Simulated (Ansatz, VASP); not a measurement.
# Two plane-wave programs on Mg

INCAR

```
PREC = Accurate ; ENCUT = 520
EDIFF = 1E-7 ; ISMEAR = -1
SIGMA = 0.1 ; LREAL = False
LASPH = True ; NELM = 100
ALGO = Normal ; ISIF = 2
LWAVE = False ; LCHARG = True
GGA = CA ; LELF = True
LVHAR = True ; NBANDS = 7
```

The input KPOINTS:

```
Automatic mesh
0
Gamma
  14 14 14
```

POSCAR

```
Mg
1.0
    0.0000000000      2.3017254471      2.3017254471
    2.3017254471      0.0000000000      2.3017254471
    2.3017254471      2.3017254471      0.0000000000
Mg
1
Direct
    0.0000000000      0.0000000000      0.0000000000
```

Input for Ansatz:

```yaml
crystal:
  lattice:
    - [0.0, 2.3017254471, 2.3017254471]
    - [2.3017254471, 0.0, 2.3017254471]
    - [2.3017254471, 2.3017254471, 0.0]
  atoms:
    - { symbol: Mg, position: [0.0, 0.0, 0.0] }
hamiltonian:
  xc: lda
  pseudopotentials:
    kind: paw
    azcp:
      Mg: "pseudopotentials/Mg.paw.azcp"
basis:
  ecutwfc: 420
  fft_grid_basis: typed
kpoints:
  mp_grid: { grid: [14, 14, 14], shift: [0, 0, 0] }
magnetization:
  spin_polarized: false
scf:
  occupations: { method: fermi_dirac, width: 0.1 }
  lower_state_search: "off"
output:
  stress: true
  write_density: true
  write_potential: true
  elf: true
  volumetric_format: npy
```

Alike in both runs: task single point; functional LDA; k mesh 14 × 14 × 14; occupations fermi-dirac, width 0.1 eV; no spin polarisation.

|  | VASP | Ansatz |
| --- | --- | --- |
| version | VASP 6.6.1 | Ansatz 0.2.0 |
| potentials or method | VASP PAW LDA potentials, release 64 (Mg), cutoff 520 eV | plane waves (420 eV) with PAW, scalar-relativistic |
| valence electrons in the cell | 2 | 10 |

VASP gave:

```
pressure (GPa) : -3.7
```

**Question.** Estimate Ansatz's values.

**Answer.** Pressure (GPa): -3.4.

Ansatz warns that its potentials were made for another functional, while VASP's fit it. LDA's correlation is that of Perdew and Zunger in VASP and of Perdew and Wang (1992) in Ansatz. VASP's potentials hold 2 valence electrons a cell and Ansatz's 10, so a difference there can come from the potentials and not from the codes.
